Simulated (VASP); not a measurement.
# RbBr (Fm-3m) in VASP: further runs

RbBr is run at these levels: PBE0; tasks: single point.

All numbers are computed with VASP 6.6.1; they aren't measurements. Logs are shortened: lines on timing, memory, paths and dates and some standing lists are left out, and cuts for length are marked.

## (1) The cell of the first run

Symmetry: Fm-3m, No. 225, cubic system. The conventional cell has a = 6.714 Å, b = 6.714 Å, c = 6.714 Å, α = 90.00°, β = 90.00°, γ = 90.00°. Within 4.4 Å of Rb (site symmetry m-3m) lie 6 Br at 3.36 Å. Within 4.4 Å of Br (site symmetry m-3m) lie 6 Rb at 3.36 Å.

## (2) Single point, PBE0

The input, POSCAR:

```
RbBr
1.0
    0.0000000000      3.3570415946      3.3570415946
    3.3570415946      0.0000000000      3.3570415946
    3.3570415946      3.3570415946      0.0000000000
Rb Br
1 1
Direct
    0.0000000000      0.0000000000      0.0000000000
    0.5000000000      0.5000000000      0.5000000000
```

The input, INCAR.step1:

```
PREC     = Accurate       # precision mode
ENCUT    = 520            # plane-wave cutoff, eV
EDIFF    = 1E-5           # SCF threshold, eV
ISMEAR   = -1             # smearing method
SIGMA    = 0.05           # smearing width, eV
LREAL    = F              # projectors in reciprocal space
LASPH    = T              # aspherical terms in the spheres
NELM     = 100            # most SCF steps
ALGO     = Normal         # electronic algorithm
ISIF     = 2              # what is computed and relaxed
LWAVE    = T              # write WAVECAR
LCHARG   = F              # write CHGCAR
GGA      = PE             # functional
NBANDS   = 15             # bands
```

The input, INCAR.step2:

```
PREC     = Accurate       # precision mode
ENCUT    = 520            # plane-wave cutoff, eV
EDIFF    = 1E-6           # SCF threshold, eV
ISMEAR   = -1             # smearing method
SIGMA    = 0.05           # smearing width, eV
LREAL    = F              # projectors in reciprocal space
LASPH    = T              # aspherical terms in the spheres
NELM     = 100            # most SCF steps
ALGO     = Normal         # electronic algorithm
ISIF     = 2              # what is computed and relaxed
LWAVE    = F              # write WAVECAR
LCHARG   = F              # write CHGCAR
GGA      = PE             # functional
LHFCALC  = T              # exact exchange
AEXX     = 0.25           # exact-exchange fraction
PRECFOCK = Normal       
ISTART   = 1            
NBANDS   = 15             # bands
```

The input, KPOINTS:

```
regular mesh
0
Gamma
  4 4 4
```

Potentials or basis: VASP PAW PBE potentials, release 64 (Rb_sv, Br).

On the command line:

```console
cat potpaw_PBE.64/Rb_sv/POTCAR potpaw_PBE.64/Br/POTCAR > POTCAR
cp INCAR.step1 INCAR
mpirun -np 1 vasp_std > vasp.out
cp INCAR.step2 INCAR
mpirun -np 1 vasp_std > vasp.out
```

OUTCAR:

```text
PREC = Accurate
   ENCUT = 520
   EDIFF = 1E-6
   ISMEAR = -1
   LREAL = F
   LASPH = T
   NELM = 100
   ISIF = 2
   GGA = PE
   LHFCALC = T
   AEXX = 0.25
   PRECFOCK = Normal
   ISTART = 1

 ion  position               nearest neighbor table
   1  0.000  0.000  0.000-   2 3.36   2 3.36   2 3.36   2 3.36   2 3.36   2 3.36
   2  0.500  0.500  0.500-   1 3.36   1 3.36   1 3.36   1 3.36   1 3.36   1 3.36

  LATTYP: Found a face centered cubic cell.
 ALAT       =     6.7140831892

  Lattice vectors:

 A1 = (   0.0000000000,   3.3570415946,   3.3570415946)
 A2 = (   3.3570415946,   0.0000000000,   3.3570415946)
 A3 = (   3.3570415946,   3.3570415946,   0.0000000000)

Analysis of symmetry for initial positions (statically):
=====================================================================
 Subroutine PRICEL returns:
 Original cell was already a primitive cell.

 Routine SETGRP: Setting up the symmetry group for a
 face centered cubic supercell.

 Subroutine GETGRP returns: Found 48 space group operations
 (whereof 48 operations were pure point group operations)
 out of a pool of 48 trial point group operations.

The static configuration has the point symmetry O_h .

Analysis of symmetry for dynamics (positions and initial velocities):
=====================================================================
 Subroutine PRICEL returns:
 Original cell was already a primitive cell.

 Routine SETGRP: Setting up the symmetry group for a
 face centered cubic supercell.

 Subroutine GETGRP returns: Found 48 space group operations
 (whereof 48 operations were pure point group operations)
 out of a pool of 48 trial point group operations.

The dynamic configuration has the point symmetry O_h .

 Subroutine INISYM returns: Found 48 space group operations
 (whereof 48 operations are pure point group operations),
 and found     1 'primitive' translations

----------------------------------------------------------------------------------------

                                     Primitive cell

  volume of cell :      75.6659

  direct lattice vectors                    reciprocal lattice vectors
     0.000000000  3.357041595  3.357041595    -0.148940663  0.148940663  0.148940663
     3.357041595  0.000000000  3.357041595     0.148940663 -0.148940663  0.148940663
     3.357041595  3.357041595  0.000000000     0.148940663  0.148940663 -0.148940663

  length of vectors
     4.747573753  4.747573753  4.747573753     0.257972795  0.257972795  0.257972795

  position of ions in fractional coordinates (direct lattice)
     0.000000000  0.000000000  0.000000000
     0.500000000  0.500000000  0.500000000

  ion indices of the primitive-cell ions
   primitive index   ion index
                 1           1
                 2           2

----------------------------------------------------------------------------------------

 KPOINTS: regular mesh

Automatic generation of k-mesh.
 Grid dimensions read from file:
 generate k-points for:    4    4    4

 Generating k-lattice:

  Cartesian coordinates                     Fractional coordinates (reciprocal lattice)
    -0.037235166  0.037235166  0.037235166     0.250000000  0.000000000  0.000000000
     0.037235166 -0.037235166  0.037235166     0.000000000  0.250000000  0.000000000
     0.037235166  0.037235166 -0.037235166     0.000000000  0.000000000  0.250000000

  Length of vectors
     0.064493199  0.064493199  0.064493199

  Shift w.r.t. Gamma in fractional coordinates (k-lattice)
     0.000000000  0.000000000  0.000000000

 Subroutine IBZKPT returns following result:
 ===========================================

 Found      8 irreducible k-points:

 Following reciprocal coordinates:
            Coordinates               Weight
  0.000000  0.000000  0.000000      1.000000
  0.250000  0.000000  0.000000      8.000000
  0.500000  0.000000  0.000000      4.000000
  0.250000  0.250000  0.000000      6.000000
  0.500000  0.250000  0.000000     24.000000
 -0.250000  0.250000  0.000000     12.000000
  0.500000  0.500000  0.000000      3.000000
 -0.250000  0.500000  0.250000      6.000000
   k-points           NKPTS =      8   k-points in BZ     NKDIM =     64   number of bands    NBANDS=     15
   number of dos      NEDOS =    301   number of ions     NIONS =      2
   total plane-waves  NPLWV =  46656
   dimension x,y,z NGX =    36 NGY =   36 NGZ =   36
   dimension x,y,z NGXF=    72 NGYF=   72 NGZF=   72
   ions per type =               1   1
   NGX,Y,Z   is equivalent  to a cutoff of  12.61, 12.61, 12.61 a.u.
   NGXF,Y,Z  is equivalent  to a cutoff of  25.21, 25.21, 25.21 a.u.
 SYSTEM =  unknown system
   PREC   = accura    normal or accurate (medium, high low for compatibility)
   ISTART =      1    job   : 0-new  1-cont  2-samecut
   ICHARG =      0    charge: 1-file 2-atom 10-const
   ISPIN  =      1    spin polarized calculation?
   LNONCOLLINEAR =      F non collinear calculations
   LSORBIT =      F    spin-orbit coupling
   LASPH  =      T    aspherical Exc in radial PAW
   ENCUT  =  520.0 eV  38.22 Ry    6.18 a.u.   8.83  8.83  8.83*2*pi/ulx,y,z
   NELM   =    100;   NELMIN=  2; NELMDL=  0     # of ELM steps
   EDIFF  = 0.1E-05   stopping-criterion for ELM
   LREAL  =      F    real-space projection
   EDIFFG = 0.1E-04   stopping-criterion for IOM
   NSW    =      0    number of steps for IOM
   IBRION =     -1    ionic relax: 0-MD 1-quasi-New 2-CG
   NFREE  =      0    steps in history (QN), initial steepest desc. (CG)
   ISIF   =      2    stress and relaxation
   ISYM   =      3    0-nonsym 1-usesym 2-fastsym
   POTIM  = 0.5000    time-step for ionic-motion
   TEBEG  =    0.0;   TEEND  =   0.0 temperature during run
   PSTRESS=    0.0 pullay stress
   NELECT =      16.0000    total number of electrons
   NUPDOWN=      -1.0000    fix difference up-down
   EMIN   =  10.00;   EMAX   =-10.00  energy-range for DOS
   EFERMI =   0.00;   METHOD = LEGACY
   ISMEAR =    -1;   SIGMA  =   0.05  broadening in eV -4-tet -1-fermi 0-gaus
   EFERMI_NEDOS =   21; number of points for ismear=-14 and -15
   IALGO  =     38    algorithm
   IMIX   =      1    mixing-type and parameters
     AMIX     =   0.40;   BMIX     =  1.00
     AMIX_MAG =   1.60;   BMIX_MAG =  1.00
  volume/ion in A,a.u.               =      37.83       255.31
  Fermi-wavevector in a.u.,A,eV,Ry     =   0.975322  1.843092 12.942588  0.951253
  Thomas-Fermi vector in A             =   2.105852
   LORBIT       =      0    0 simple, 1 ext, 2 COOP (PROOUT), +10 PAW based schemes
   GGA     = PE    functional components
   LHFCALC =     T    Hartree Fock is set to
   PRECFOCK=normal    Normal, Fast or Accurate (Low or Medium for compatibility)
   ENCUT4O =  -1.0   cutoff for four orbital integrals eV
   NKREDX  =     1    reduce k-point grid by
   NKREDY  =     1    reduce k-point grid by
   NKREDZ  =     1    reduce k-point grid by
   AEXX    =    0.2500 exact exchange contribution
   HFSCREEN=    0.0000 screening length (either q_TF or 0.3 A-1)
   HFSCREENC=   0.0000 screening length for correlation (either q_TF or 0.3 A-1)
   ENCUTFOCK=  -1.0 apply spherical cutoff to Coloumb kernel
   IVDW    =     0    specifies the selected vdW correction
   LEPSILON=     F    determine dielectric tensor
   LRPA    =     F    only Hartree local field effects (RPA)
 non-spin polarized calculation
  energy-cutoff  :      520.00
  volume of cell :       75.67
 maximum number of plane-waves:      2085
  NGX = 28; NGY = 28; NGZ = 28

 number of electron      16.0000002 magnetization

 Free energy of the ion-electron system (eV)
  ---------------------------------------------------
  ext. energy  EPLUGINS =         0.00000000
  ---------------------------------------------------
  free energy    TOTEN  =        -7.54582905 eV

  energy without entropy =       -7.54582905  energy(sigma->0) =       -7.54582905

 E-fermi :  -1.6734     XC(G=0):  -5.8996

 val. band max:       -2.7801189238   @ k =   0.0000   0.0000   0.0000
 cond. band min:       3.6482925105   @ k =   0.0000   0.0000   0.0000
 fundamental gap:      6.4284114343
 Fermi energy:        -1.6733623112

 k-point     1 :       0.0000    0.0000    0.0000
  band No.  band energies     occupation
      1     -28.7710      2.00000
      2     -16.0874      2.00000
      3     -11.6785      2.00000
      4     -11.6785      2.00000
      5     -11.6785      2.00000
      6      -2.7801      2.00000
      7      -2.7801      2.00000
      8      -2.7801      2.00000
      9       3.6483      0.00000
     10       6.5457      0.00000
     11       6.5457      0.00000
     12       6.5457      0.00000
     13       7.5654      0.00000
     14       7.5654      0.00000
     15      10.2286      0.00000

 k-point     2 :       0.2500    0.0000    0.0000
  band No.  band energies     occupation
      1     -28.7635      2.00000
      2     -16.1172      2.00000
      3     -11.6806      2.00000
      4     -11.6806      2.00000
      5     -11.6356      2.00000
      6      -3.4295      2.00000
      7      -3.0104      2.00000
      8      -3.0104      2.00000
      9       5.0109      0.00000
     10       6.4060      0.00000
     11       7.3547      0.00000
     12       7.3547      0.00000
     13       8.5761      0.00000
     14       8.5761      0.00000
     15      12.2023      0.00000
[... 77 lines left out ...]
      3     -11.9301      2.00000
      4     -11.7777      2.00000
      5     -11.7777      2.00000
      6      -3.3094      2.00000
      7      -2.9571      2.00000
      8      -2.9571      2.00000
      9       4.6551      0.00000
     10       6.6592      0.00000
     11       8.7537      0.00000
     12       8.7584      0.00000
     13       9.1664      0.00000
     14      10.6316      0.00000
     15      10.6316      0.00000

 k-point     8 :      -0.2500    0.5000    0.2500
  band No.  band energies     occupation
      1     -28.7519      2.00000
      2     -16.0540      2.00000
      3     -11.8536      2.00000
      4     -11.8536      2.00000
      5     -11.6428      2.00000
      6      -3.3756      2.00000
      7      -3.1706      2.00000
      8      -3.1706      2.00000
      9       6.3270      0.00000
     10       6.3270      0.00000
     11       7.8531      0.00000
     12       8.2807      0.00000
     13      10.6914      0.00000
     14      10.7290      0.00000
     15      10.8863      0.00000

------------------------ aborting loop because EDIFF is reached ----------------------------------------

  FORCE on cell =-STRESS in cart. coord.  units (eV):
  Direction    XX          YY          ZZ          XY          YZ          ZX
  --------------------------------------------------------------------------------------
  -------------------------------------------------------------------------------------
  Total        0.8798161      0.8798161      0.8798161      0.0000000      0.0000000     -0.0000000
  in kB       18.6295476     18.6295476     18.6295476      0.0000000      0.0000000     -0.0000000
  external PRESSURE =      18.6295476 kB  Pullay stress =       0.0000000 kB

 VOLUME and BASIS-vectors are now :
 -----------------------------------------------------------------------------
  energy-cutoff  :      520.00
  volume of cell :       75.67
      direct lattice vectors                 reciprocal lattice vectors
     0.000000000  3.357041595  3.357041595    -0.148940663  0.148940663  0.148940663
     3.357041595  0.000000000  3.357041595     0.148940663 -0.148940663  0.148940663
     3.357041595  3.357041595  0.000000000     0.148940663  0.148940663 -0.148940663

 POSITION                                       TOTAL-FORCE (eV/Angst)
 -----------------------------------------------------------------------------------
      0.00000      0.00000      0.00000         0.000000     -0.000000     -0.000000
      3.35704      3.35704      3.35704        -0.000000      0.000000      0.000000
 -----------------------------------------------------------------------------------
    total drift:                               -0.000000      0.000000      0.000000

  FREE ENERGIE OF THE ION-ELECTRON SYSTEM (eV)
  ---------------------------------------------------
  free  energy   TOTEN  =        -7.5458290480 eV

  energy  without entropy=       -7.5458290480  energy(sigma->0) =       -7.54582905
```

Wall time 5.3 min (1 thread of Intel Xeon Platinum 8488C (Sapphire Rapids), shared host); peak memory 0.22 GiB.

What came out:

```yaml
Free_energy: -7.5458 eV
Pressure: 1.9 GPa
Band_gap_on_the_k_mesh: 6.43 eV
```

Caveat: the PAW data sets were made with another functional, which shifts forces and pressure a little.

## (3) Single point, PBE0

This run uses another cell than the first one, of 38.64 Å³/atom.

The input, POSCAR:

```
RbBr
1.0
    0.0000000000      3.3806835115      3.3806835115
    3.3806835115      0.0000000000      3.3806835115
    3.3806835115      3.3806835115      0.0000000000
Rb Br
1 1
Direct
    0.0000000000      0.0000000000      0.0000000000
    0.5000000000      0.5000000000      0.5000000000
```

The input, INCAR.step1:

```
SYSTEM = RbBr
PREC = Accurate ; ENCUT = 520
EDIFF = 1E-5 ; ISMEAR = -1
SIGMA = 0.05 ; LREAL = .FALSE.
LASPH = .TRUE. ; NELM = 80
ALGO = Normal ; ISIF = 2
LWAVE = .TRUE. ; LCHARG = .FALSE.
NBANDS = 15 ; GGA = PE
```

The input, INCAR.step2:

```
SYSTEM = RbBr
PREC = Accurate ; ENCUT = 520
EDIFF = 1E-7 ; ISMEAR = -1
SIGMA = 0.05 ; LREAL = .FALSE.
LASPH = .TRUE. ; NELM = 80
ALGO = Normal ; ISIF = 2
LWAVE = .FALSE. ; LCHARG = .FALSE.
GGA = PE ; LHFCALC = .TRUE.
AEXX = 0.25 ; PRECFOCK = Normal
NBANDS = 15 ; ISTART = 1
```

The input, KPOINTS:

```
regular mesh
0
G
  4 4 4
  0 0 0
```

Potentials or basis: VASP PAW PBE potentials, release 64 (Rb_sv, Br).

On the command line:

```console
cat potpaw_PBE.64/Rb_sv/POTCAR potpaw_PBE.64/Br/POTCAR > POTCAR
cp INCAR.step1 INCAR
mpirun -np 1 vasp_std > vasp.out
cp INCAR.step2 INCAR
mpirun -np 1 vasp_std > vasp.out
```

It took 6.4 min on 1 thread of Intel Xeon Platinum 8488C (Sapphire Rapids), shared host; peak memory 0.22 GiB.

It converged, with:

- Free energy: -7.5624 eV
- Pressure: 1.4 GPa
- Band gap on the k mesh: 6.37 eV

Levels at points of the mesh, in eV from the valence-band top:
| k point | band 4 | band 5 | band 6 | band 7 | band 8 | band 9 | band 10 | band 11 | band 12 | band 13 |
| --- | --- | --- | --- | --- | --- | --- | --- | --- | --- | --- |
| (0.00, 0.00, 0.00) | -8.94 | -8.94 | 0.00 | 0.00 | 0.00 | 6.37 | 9.32 | 9.32 | 9.32 | 10.33 |
| (0.50, 0.00, 0.00) | -8.94 | -8.86 | -1.12 | -0.42 | -0.42 | 8.81 | 9.90 | 11.83 | 11.83 | 12.36 |
| (0.50, 0.50, 0.00) | -9.03 | -9.03 | -0.53 | -0.18 | -0.18 | 7.46 | 9.35 | 11.42 | 11.50 | 11.85 |

Caveat: the PAW data sets were made with another functional, which shifts forces and pressure a little.
